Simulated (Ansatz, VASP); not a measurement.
# AlN in VASP and in Ansatz

Contents of INCAR:

```
SYSTEM = AlN
  PREC = Accurate
  ENCUT = 520
  EDIFF = 1E-6
  ISMEAR = 0
  SIGMA = 0.05
  LREAL = .FALSE.
  LASPH = .TRUE.
  NELM = 100
  ALGO = Normal
  ISIF = 2
  LWAVE = .FALSE.
  LCHARG = .FALSE.
  GGA = PS
  NBANDS = 16
```

File KPOINTS:

```
Automatic mesh
0
G
  9 9 6
  0 0 0
```

Contents of POSCAR:

```
AlN
1.0
    3.2223000000      0.0000000000      0.0000000000
   -1.6111500000      2.7905936586      0.0000000000
    0.0000000000      0.0000000000      4.0998000000
Al N
2 2
Direct
    0.3333333333      0.6666666667      0.7500000000
    0.6666666667      0.3333333333      0.2500000000
    0.3333333333      0.6666666667      0.2500000000
    0.6666666667      0.3333333333      0.7500000000
```

Input for Ansatz:

```yaml
crystal:
  lattice:
    - [3.2223, 0.0, 0.0]
    - [-1.61115, 2.7905936586, 0.0]
    - [0.0, 0.0, 4.0998]
  atoms:
    - { symbol: Al, position: [0.3333333333, 0.6666666667, 0.75] }
    - { symbol: Al, position: [0.6666666667, 0.3333333333, 0.25] }
    - { symbol: "N", position: [0.3333333333, 0.6666666667, 0.25] }
    - { symbol: "N", position: [0.6666666667, 0.3333333333, 0.75] }
basis:
  ecutwfc: 520.0
kpoints:
  mp_grid: { grid: [9, 9, 6] }
hamiltonian:
  xc: pbesol
scf:
  occupations: { method: gaussian, width: 0.05 }
output:
  forces: true
  stress: true
  eigenvalues: true
```

Alike in both runs: task single point; functional PBEsol; k mesh 9 × 9 × 6; occupations gaussian, width 0.05 eV; no spin polarisation.

|  | VASP | Ansatz |
| --- | --- | --- |
| version | VASP 6.6.1 | Ansatz 0.2.0 |
| potentials or method | VASP PAW PBE potentials, release 64 (Al, N), cutoff 520 eV | scalar-relativistic, plane waves, PAW |
| valence electrons in the cell | 16 | 16 |

Ansatz gave:

| Item | Value |
| --- | --- |
| gap on the k mesh at the Fermi level (eV) | 3.72 |
| least direct gap on the mesh (eV) | 3.72 |
| pressure (GPa) | 14.6 |
| traceless stress, the component that is largest in VASP (GPa) | -4.23 |

Q: Which values does VASP return?

A: gap on the k mesh at the Fermi level (eV): 3.74; least direct gap on the mesh (eV): 3.74; pressure (GPa): 14.7; traceless stress, the component that is largest in VASP (GPa): -4.33.

VASP's potentials were made for PBE, not for PBEsol.
